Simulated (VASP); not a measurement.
A run of VASP 6.6.1:

File POSCAR:

```
Al2O3
1.0
    2.2605928790      1.3051539072      4.2233449177
   -2.2605928790      1.3051539072      4.2233449177
    0.0000000000     -2.6103078145      4.2233449177
Al O
4 6
Direct
    0.8519165699      0.8519165699      0.8519165699
    0.6480834301      0.6480834301      0.6480834301
    0.1480834301      0.1480834301      0.1480834301
    0.3519165699      0.3519165699      0.3519165699
    0.0563854984      0.4436145016      0.7500000000
    0.7500000000      0.0563854984      0.4436145016
    0.4436145016      0.7500000000      0.0563854984
    0.9436145016      0.5563854984      0.2500000000
    0.2500000000      0.9436145016      0.5563854984
    0.5563854984      0.2500000000      0.9436145016
```

Contents of INCAR.step1:

```
ALGO = Normal ; EDIFF = 1E-4
ENCUT = 520 ; GGA = PE
ISMEAR = 0 ; LASPH = True
LCHARG = False ; LREAL = False
LWAVE = True ; NBANDS = 35
NELM = 60 ; PREC = Accurate
SIGMA = 0.05
```

Contents of INCAR.step2:

```
ALGO = Normal ; EDIFF = 1E-6
ENCUT = 520 ; ISIF = 2
ISMEAR = 0 ; ISTART = 1
LASPH = True ; LCHARG = False
LMIXTAU = True ; LREAL = False
LWAVE = False ; METAGGA = R2SCAN
NBANDS = 35 ; NELM = 60
PREC = Accurate ; SIGMA = 0.05
```

KPOINTS

```
k-points
0
Gamma
  6 6 6
```

Potentials or basis: VASP PAW PBE potentials, release 64 (Al, O).

The run is started by

```bash
$ cat potpaw_PBE.64/Al/POTCAR potpaw_PBE.64/O/POTCAR > POTCAR
$ cp INCAR.step1 INCAR
$ mpirun -np 1 vasp_std > vasp.out
$ cp INCAR.step2 INCAR
$ mpirun -np 1 vasp_std > vasp.out
```

Hardware: 1 thread of Intel(R) Xeon(R) Platinum 8488C (Sapphire Rapids), with other jobs on the host.

Question: Estimate the wall time of this run.

Answer: Run time: 4.9 min on 1 thread of Intel(R) Xeon(R) Platinum 8488C (Sapphire Rapids), with other jobs on the host, peak memory 0.27 GiB. Counts: k points 32.
